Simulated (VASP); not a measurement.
# CsCl (Pm-3m) in VASP: a series of runs, part 3 of 3

VASP 6.6.1. Earlier steps stand in the parts before.

## Step 5: Elastic constants, PBEsol

This run uses another cell than the first one, of 29.07 Å³/atom.

File INCAR:

```
SYSTEM = CsCl
PREC = Accurate
ENCUT = 500
EDIFF = 1E-8
ISMEAR = 0
SIGMA = 0.01
LREAL = .FALSE.
LASPH = .TRUE.
NELM = 120
ALGO = Normal
ISIF = 3
LWAVE = .FALSE.
LCHARG = .TRUE.
GGA = PS
IBRION = 6
NFREE = 2
POTIM = 0.015
NSW = 1
GGA_COMPAT = .FALSE.
```

File KPOINTS:

```
regular mesh
0
G
  6 6 6
  0 0 0
```

File POSCAR:

```
CsCl
1.0
    3.8740076036      0.0000000000      0.0000000000
    0.0000000000      3.8740076036      0.0000000000
    0.0000000000      0.0000000000      3.8740076036
Cs Cl
1 1
Direct
    0.0000000000      0.0000000000      0.0000000000
    0.5000000000      0.5000000000      0.5000000000
```

Potentials or basis: VASP PAW PBE potentials, release 64 (Cs_sv, Cl).

Run with:

```console
$ cat potpaw_PBE.64/Cs_sv/POTCAR potpaw_PBE.64/Cl/POTCAR > POTCAR
$ mpirun -np 1 vasp_std > vasp.out
```

OUTCAR:

```text
SYSTEM = CsCl
   PREC = Accurate
   ENCUT = 500
   EDIFF = 1E-8
   ISMEAR = 0
   LREAL = .FALSE.
   LASPH = .TRUE.
   NELM = 120
   ISIF = 3
   GGA = PS
   IBRION = 6
   NFREE = 2
   POTIM = 0.015
   NSW = 1

 ion  position               nearest neighbor table
   1  0.000  0.000  0.000-
   2  0.500  0.500  0.500-

  LATTYP: Found a simple cubic cell.
 ALAT       =     3.8740076036

  Lattice vectors:

 A1 = (   3.8740076036,   0.0000000000,   0.0000000000)
 A2 = (   0.0000000000,   3.8740076036,   0.0000000000)
 A3 = (   0.0000000000,   0.0000000000,   3.8740076036)

[... 777 lines left out ...]
          X           Y           Z          XY          YZ          ZX
  --------------------------------------------------------------------------------
  x     0.00000     0.00000     0.00000     0.00000     0.00000     0.00000
  y     0.00000     0.00000     0.00000     0.00000     0.00000     0.00000
  z     0.00000     0.00000     0.00000     0.00000     0.00000     0.00000

 INTERNAL STRAIN TENSOR FOR ION    2 for displacements in x,y,z  (eV/Angst):
          X           Y           Z          XY          YZ          ZX
  --------------------------------------------------------------------------------
  x     0.00000     0.00000     0.00000     0.00000     0.00000     0.00000
  y     0.00000     0.00000     0.00000     0.00000     0.00000     0.00000
  z     0.00000     0.00000     0.00000     0.00000     0.00000     0.00000

 Eigenvectors and eigenvalues of the dynamical matrix
 ----------------------------------------------------

   1 f  =    4.190318 THz    26.328546 2PiTHz  139.773972 cm-1    17.329756 meV
             X         Y         Z           dx          dy          dz
      0.000000  0.000000  0.000000    -0.000000    0.458133   -0.000000
      1.937004  1.937004  1.937004    -0.000000   -0.888883    0.000000
[... 21 lines left out ...]
   6 f/i=    0.003605 THz     0.022651 2PiTHz    0.120248 cm-1     0.014909 meV
             X         Y         Z           dx          dy          dz
      0.000000  0.000000  0.000000    -0.000000   -0.000000   -0.888883
      1.937004  1.937004  1.937004    -0.000000    0.000000   -0.458133

--------------------------------------------------------------------------------------------------------

 ELASTIC MODULI CONTR FROM IONIC RELAXATION (kBar)
 Direction    XX          YY          ZZ          XY          YZ          ZX
 --------------------------------------------------------------------------------
 XX           0.0000      0.0000      0.0000      0.0000      0.0000      0.0000
 YY           0.0000      0.0000      0.0000      0.0000      0.0000      0.0000
 ZZ           0.0000      0.0000      0.0000      0.0000      0.0000      0.0000
 XY           0.0000      0.0000      0.0000      0.0000      0.0000      0.0000
 YZ           0.0000      0.0000      0.0000      0.0000      0.0000      0.0000
 ZX           0.0000      0.0000      0.0000      0.0000      0.0000      0.0000
 --------------------------------------------------------------------------------

 TOTAL ELASTIC MODULI (kBar)
 Direction    XX          YY          ZZ          XY          YZ          ZX
 --------------------------------------------------------------------------------
 XX         561.0503    237.6403    237.6403     -0.0000      0.0000     -0.0000
 YY         237.6403    561.0503    237.6403      0.0000     -0.0000      0.0000
 ZZ         237.6403    237.6403    561.0503      0.0000      0.0000      0.0000
 XY          -0.0000      0.0000      0.0000    229.6630      0.0000      0.0000
 YZ           0.0000     -0.0000      0.0000      0.0000    229.6630      0.0000
 ZX          -0.0000      0.0000      0.0000      0.0000      0.0000    229.6630
 --------------------------------------------------------------------------------
```

OSZICAR:

```text
N       E                     dE             d eps       ncg     rms          rms(c)
DAV:   1     0.899249403760E+02    0.89925E+02   -0.68527E+03   480   0.112E+03
DAV:   2    -0.150140106662E+01   -0.91426E+02   -0.83719E+02   732   0.191E+02
DAV:   3    -0.701203538847E+01   -0.55106E+01   -0.54926E+01   612   0.526E+01
DAV:   4    -0.706006000263E+01   -0.48025E-01   -0.48010E-01   556   0.596E+00
[... 209 lines left out ...]
DAV:   7    -0.673889915818E+01    0.22633E-05   -0.20563E-05  1112   0.269E-02    0.167E-02
DAV:   8    -0.673889918021E+01   -0.22029E-07   -0.17135E-06  1048   0.832E-03    0.155E-02
DAV:   9    -0.673889907712E+01    0.10308E-06   -0.10773E-07  1156   0.209E-03    0.107E-02
DAV:  10    -0.673889902147E+01    0.55650E-07   -0.10206E-07  1040   0.193E-03    0.580E-03
DAV:  11    -0.673889901691E+01    0.45641E-08   -0.10270E-08   808   0.649E-04
  17 F= -.67388990E+01 E0= -.67388990E+01  d E =-.231785E-35
```

Wall time 6.8 min (1 thread of Oxide Virtual Turin-like, shared host); peak memory 0.2 GiB.

Results:

```
Elastic constants C11, C12, C44                         : 56, 24, 23 GPa
Voigt bulk modulus                                      : 35 GPa
Highest phonon frequency at Γ, LO-TO splitting left out : 140 cm⁻¹
```

Phonon frequencies in cm⁻¹ (negative: imaginary):
```csv
q point,frequencies
"(0.000, 0.000, 0.000)",0 0 0 140 140 140
```

Elastic tensor in Voigt notation (GPa, in the Cartesian axes of the cell as first typed):
```
56 24 24  0  0  0
24 56 24  0  0  0
24 24 56  0  0  0
 0  0  0 23  0  0
 0  0  0  0 23  0
 0  0  0  0  0 23
```

Clamped-ion elastic tensor (GPa):
```
56 24 24  0  0  0
24 56 24  0  0  0
24 24 56  0  0  0
 0  0  0 23  0  0
 0  0  0  0 23  0
 0  0  0  0  0 23
```

Caveat: the cell is under stress, which shifts elastic constants; the PAW data sets were made with another functional, which shifts forces and pressure a little; spin-orbit coupling is left out, which moves the levels of the heavy elements.

## Step 6: Elastic constants, PBEsol

This run uses another cell than the first one, of 30.88 Å³/atom.

File INCAR:

```
SYSTEM = CsCl
ALGO = Normal ; EDIFF = 1E-8
ENCUT = 500 ; GGA = PS
GGA_COMPAT = .FALSE. ; IBRION = 6
ISIF = 3 ; ISMEAR = 0
LASPH = .TRUE. ; LCHARG = .FALSE.
LREAL = .FALSE. ; LWAVE = .FALSE.
NELM = 120 ; NFREE = 2
NSW = 1 ; POTIM = 0.015
PREC = Accurate ; SIGMA = 0.01
```

File KPOINTS:

```
k-points
0
G
  6 6 6
  0 0 0
```

File POSCAR:

```
CsCl
1.0
    3.9529296348      0.0000000000      0.0000000000
    0.0000000000      3.9529296348      0.0000000000
    0.0000000000      0.0000000000      3.9529296348
Cs Cl
1 1
Direct
    0.0000000000      0.0000000000      0.0000000000
    0.5000000000      0.5000000000      0.5000000000
```

Potentials or basis: VASP PAW PBE potentials, release 64 (Cs_sv, Cl).

Run with:

```console
$ cat potpaw_PBE.64/Cs_sv/POTCAR potpaw_PBE.64/Cl/POTCAR > POTCAR
$ mpirun -np 1 vasp_std > vasp.out
```

Run time: 8.7 min. Hardware: 1 thread of Oxide Virtual Turin-like, shared host; peak memory 0.21 GiB.

It converged, with:

```
Elastic constants C11, C12, C44                         : 48, 17, 16 GPa
Voigt bulk modulus                                      : 27 GPa
Highest phonon frequency at Γ, LO-TO splitting left out : 120 cm⁻¹
```

Phonon frequencies in cm⁻¹ (negative: imaginary):
| q point | frequencies |
| --- | --- |
| (0.000, 0.000, 0.000) | 0 0 0 120 120 120 |

Elastic tensor in Voigt notation (GPa, in the Cartesian axes of the cell as first typed):
```
48 17 17  0  0  0
17 48 17  0  0  0
17 17 48  0  0  0
 0  0  0 16  0  0
 0  0  0  0 16  0
 0  0  0  0  0 16
```

Clamped-ion elastic tensor (GPa):
```
48 17 17  0  0  0
17 48 17  0  0  0
17 17 48  0  0  0
 0  0  0 16  0  0
 0  0  0  0 16  0
 0  0  0  0  0 16
```

Caveat: the cell is under stress, which shifts elastic constants; the PAW data sets were made with another functional, which shifts forces and pressure a little; spin-orbit coupling is left out, which moves the levels of the heavy elements.

## Step 7: Elastic constants, PBEsol

This run uses another cell than the first one, of 32.03 Å³/atom.

File INCAR:

```
PREC = Accurate
ENCUT = 500
EDIFF = 1E-8
ISMEAR = 0
SIGMA = 0.01
LREAL = False
LASPH = True
NELM = 120
ALGO = Normal
ISIF = 3
LWAVE = False
LCHARG = True
GGA = PS
IBRION = 6
NFREE = 2
POTIM = 0.015
NSW = 1
GGA_COMPAT = False
```

File KPOINTS:

```
Automatic mesh
0
Gamma
  6 6 6
```

File POSCAR:

```
CsCl
1.0
    4.0013778031      0.0000000000      0.0000000000
    0.0000000000      4.0013778031      0.0000000000
    0.0000000000      0.0000000000      4.0013778031
Cs Cl
1 1
Direct
    0.0000000000      0.0000000000      0.0000000000
    0.5000000000      0.5000000000      0.5000000000
```

Run with:

```console
$ cat potpaw_PBE.64/Cs_sv/POTCAR potpaw_PBE.64/Cl/POTCAR > POTCAR
$ mpirun -np 1 vasp_std > vasp.out
```

It took 9.4 min on 1 thread of Oxide Virtual Turin-like, shared host; peak memory 0.22 GiB.

The run converged. Its results:

* Elastic constants C11, C12, C44: 43, 13, 13 GPa
* Voigt bulk modulus: 23 GPa
* Highest phonon frequency at Γ, LO-TO splitting left out: 109 cm⁻¹

Phonon frequencies in cm⁻¹ (negative: imaginary):
| q point | frequencies |
| --- | --- |
| (0.000, 0.000, 0.000) | 0 0 0 109 109 109 |

Elastic tensor in Voigt notation (GPa, in the Cartesian axes of the cell as first typed):
```
43 13 13  0  0  0
13 43 13  0  0  0
13 13 43  0  0  0
 0  0  0 13  0  0
 0  0  0  0 13  0
 0  0  0  0  0 13
```

Clamped-ion elastic tensor (GPa):
```
43 13 13  0  0  0
13 43 13  0  0  0
13 13 43  0  0  0
 0  0  0 13  0  0
 0  0  0  0 13  0
 0  0  0  0  0 13
```

Caveat: the cell is under stress, which shifts elastic constants; the PAW data sets were made with another functional, which shifts forces and pressure a little; spin-orbit coupling is left out, which moves the levels of the heavy elements.
